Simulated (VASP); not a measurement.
# BAs in VASP: notebook, part 2 of 2

VASP 6.6.1.

**5. Single point, PBEsol**

This run uses another cell than the first one, of 13.63 Å³/atom, 0.961 times its volume.

File INCAR:

```
SYSTEM = BAs
PREC = Accurate
ENCUT = 520
EDIFF = 1E-6
ISMEAR = -1
SIGMA = 0.03
LREAL = .FALSE.
LASPH = .TRUE.
NELM = 80
ALGO = Normal
ISIF = 2
LWAVE = .FALSE.
LCHARG = .FALSE.
GGA = PS
NBANDS = 11
```

File KPOINTS:

```
regular mesh
0
G
  15 15 15
  0 0 0
```

File POSCAR:

```
BAs
1.0
    0.0000000000      2.3885000000      2.3885000000
    2.3885000000      0.0000000000      2.3885000000
    2.3885000000      2.3885000000      0.0000000000
B As
1 1
Direct
    0.0000000000      0.0000000000      0.0000000000
    0.7500000000      0.7500000000      0.7500000000
```

Launch:

```bash
$ cat potpaw_PBE.64/B/POTCAR potpaw_PBE.64/As/POTCAR > POTCAR
$ mpirun -np 1 vasp_std > vasp.out
```

It took 23 s on 1 thread of Intel Xeon Platinum 8488C (Sapphire Rapids), shared host; peak memory 0.17 GiB.

Results (log left out):

* Free energy: -12.2043 eV
* Pressure: 0.1 GPa
* Band gap on the k mesh: 1.08 eV, indirect (least direct gap 3.24 eV)

Levels at points of the mesh, in eV from the valence-band top:
| k point | band 1 | band 2 | band 3 | band 4 | band 5 | band 6 | band 7 | band 8 | band 9 |
| --- | --- | --- | --- | --- | --- | --- | --- | --- | --- |
| (0.00, 0.00, 0.00) | -15.44 | 0.00 | 0.00 | 0.00 | 3.24 | 3.24 | 3.24 | 4.68 | 9.35 |

Caveat: the PAW data sets were made with another functional, which shifts forces and pressure a little.

**6. Single point, PBE, non-collinear spin, zero start, spin-orbit coupling**

This run uses another cell than the first one, of 13.63 Å³/atom, 0.961 times its volume.

File INCAR:

```
PREC = Accurate ; ENCUT = 520
EDIFF = 1E-7 ; ISMEAR = -1
SIGMA = 0.03 ; LREAL = F
LASPH = T ; NELM = 150
ALGO = Normal ; ISIF = 2
LWAVE = F ; LCHARG = F
LNONCOLLINEAR = T ; MAGMOM = 0 0 0 0 0 0
LORBIT = 11 ; LSORBIT = T
GGA_COMPAT = F ; LORBMOM = T
GGA = PE ; NBANDS = 20
```

File KPOINTS:

```
Automatic mesh
0
Gamma
  15 15 15
```

POSCAR is that of step 5.

Potentials or basis: VASP PAW PBE potentials, release 64 (B, As).

Launch:

```bash
$ cat potpaw_PBE.64/B/POTCAR potpaw_PBE.64/As/POTCAR > POTCAR
$ mpirun -np 1 vasp_ncl > vasp.out
```

OUTCAR:

```text
PREC = Accurate
   ENCUT = 520
   EDIFF = 1E-7
   ISMEAR = -1
   LREAL = F
   LASPH = T
   NELM = 150
   ISIF = 2
   LNONCOLLINEAR = T
   LORBIT = 11
   LSORBIT = T
   GGA = PE

 ion  position               nearest neighbor table
   1  0.000  0.000  0.000-   2 2.07   2 2.07   2 2.07   2 2.07
   2  0.750  0.750  0.750-   1 2.07   1 2.07   1 2.07   1 2.07

  LATTYP: Found a face centered cubic cell.
 ALAT       =     4.7770000000

  Lattice vectors:

 A1 = (   0.0000000000,   2.3885000000,   2.3885000000)
 A2 = (   2.3885000000,   0.0000000000,   2.3885000000)
 A3 = (   2.3885000000,   2.3885000000,   0.0000000000)

Analysis of symmetry for initial positions (statically):
=====================================================================
 Subroutine PRICEL returns:
 Original cell was already a primitive cell.

 Routine SETGRP: Setting up the symmetry group for a
 face centered cubic supercell.

 Subroutine GETGRP returns: Found 24 space group operations
 (whereof 24 operations were pure point group operations)
 out of a pool of 48 trial point group operations.
[... 817 lines left out ...]
     0.0000000     0.0000000     0.0000000     0.0000000     0.0000000     0.0000000     0.0000000
     0.0000000     0.0000000     0.0000000     0.0000000     0.0000000     0.0000000     0.0000000
     0.0000000     0.0000000     0.0000000     0.0000000     0.0000000     0.0000000     0.0000000
     0.0000000     0.0000000     0.0000000     0.0000000     0.0000000     0.0000000     0.0000000
     0.0000000     0.0000000     0.0000000     0.0000000     0.0000000     0.0000000     0.0000000
     0.0000000     0.0000000     0.0000000     0.0000000     0.0000000     0.0000000     0.0000000

 Ion:    2  E_soc:     -0.0212446
 l=   1
     0.0000000    -0.0035150    -0.0035150
    -0.0035150     0.0000000    -0.0035150
    -0.0035150    -0.0035150     0.0000000
 l=   2
     0.0000000    -0.0000130     0.0000000    -0.0000130    -0.0000128
    -0.0000130     0.0000000    -0.0000096    -0.0000130    -0.0000032
     0.0000000    -0.0000096     0.0000000    -0.0000096     0.0000000
    -0.0000130    -0.0000130    -0.0000096     0.0000000    -0.0000032
    -0.0000128    -0.0000032     0.0000000    -0.0000032     0.0000000
 l=   3
     0.0000000     0.0000000     0.0000000     0.0000000     0.0000000     0.0000000     0.0000000
     0.0000000     0.0000000     0.0000000     0.0000000     0.0000000     0.0000000     0.0000000
     0.0000000     0.0000000     0.0000000     0.0000000     0.0000000     0.0000000     0.0000000
     0.0000000     0.0000000     0.0000000     0.0000000     0.0000000     0.0000000     0.0000000
     0.0000000     0.0000000     0.0000000     0.0000000     0.0000000     0.0000000     0.0000000
     0.0000000     0.0000000     0.0000000     0.0000000     0.0000000     0.0000000     0.0000000
     0.0000000     0.0000000     0.0000000     0.0000000     0.0000000     0.0000000     0.0000000

 total charge

# of ion       s       p       d       tot
------------------------------------------
    1        0.660   1.180   0.000   1.840
    2        1.172   1.662   0.089   2.924
--------------------------------------------------
tot          1.832   2.842   0.089   4.764

 magnetization (x)

# of ion       s       p       d       tot
------------------------------------------
    1       -0.000   0.000   0.000  -0.000
    2       -0.000  -0.000   0.000  -0.000
--------------------------------------------------
tot         -0.000   0.000   0.000  -0.000

 magnetization (y)

# of ion       s       p       d       tot
------------------------------------------
    1        0.000   0.000   0.000   0.000
    2       -0.000   0.000   0.000   0.000
--------------------------------------------------
tot          0.000   0.000   0.000   0.000

 magnetization (z)

# of ion       s       p       d       tot
------------------------------------------
    1       -0.000  -0.000   0.000  -0.000
    2        0.000   0.000  -0.000   0.000
--------------------------------------------------
tot         -0.000  -0.000  -0.000  -0.000
```

stdout:

```text
POSCAR found type information on POSCAR B As
 POSCAR found :  2 types and       2 ions
 scaLAPACK will be used
 LDA part: xc-table for (Slater+PW92), standard interpolation
 POSCAR, INCAR and KPOINTS ok, starting setup
 FFT: planning ... GRIDC
 FFT: planning ... GRID_SOFT
 FFT: planning ... GRID
 WAVECAR not read
 entering main loop
```

Run time: 2.9 min. Hardware: 1 thread of Intel Xeon Platinum 8488C (Sapphire Rapids), shared host; peak memory 0.35 GiB.

Results:

```yaml
Free_energy: -11.4174 eV
Pressure: 3.4 GPa
Net_moment: 0.00 μB per cell
Valence_electrons_inside_the_program's_atomic_spheres: B 1.84; As 2.92
```

Moments on the atoms (μB; x, y, z):
```
B   0.00 0.00 0.00
As  0.00 0.00 0.00
```

**7. Overview**

```tsv
level	potentials or basis	spin	cell	gap on the mesh (eV)	pressure (GPa)
PBE	VASP PAW PBE potentials, release 64 (B, As)	off	a = 3.412, b = 3.412, c = 3.445 Å, angles 59.7, 59.7, 60.7°, 2 atoms	0.93	-1.9
LDA	VASP PAW LDA potentials, release 64 (B, As)	off	a = 3.378 Å, angles 60.0°, 2 atoms	1.12	-3.1
PBE	VASP PAW PBE potentials, release 64 (B, As)	off	a = 3.378 Å, angles 60.0°, 2 atoms	1.18	3.4
PBEsol	VASP PAW PBE potentials, release 64 (B, As)	off	a = 3.378 Å, angles 60.0°, 2 atoms	1.08	0.1
PBE	VASP PAW PBE potentials, release 64 (B, As)	non-collinear, zero start, SOC	a = 3.378 Å, angles 60.0°, 2 atoms	-	3.4
```

Alike in all rows: task single point; k mesh 15 × 15 × 15; cutoff (eV) 520; smearing fermi-dirac 0.03 eV.

Caveats: the PAW data sets were made with another functional, which shifts forces and pressure a little (some runs).

Absolute energies hang on the potentials; compare differences alone.
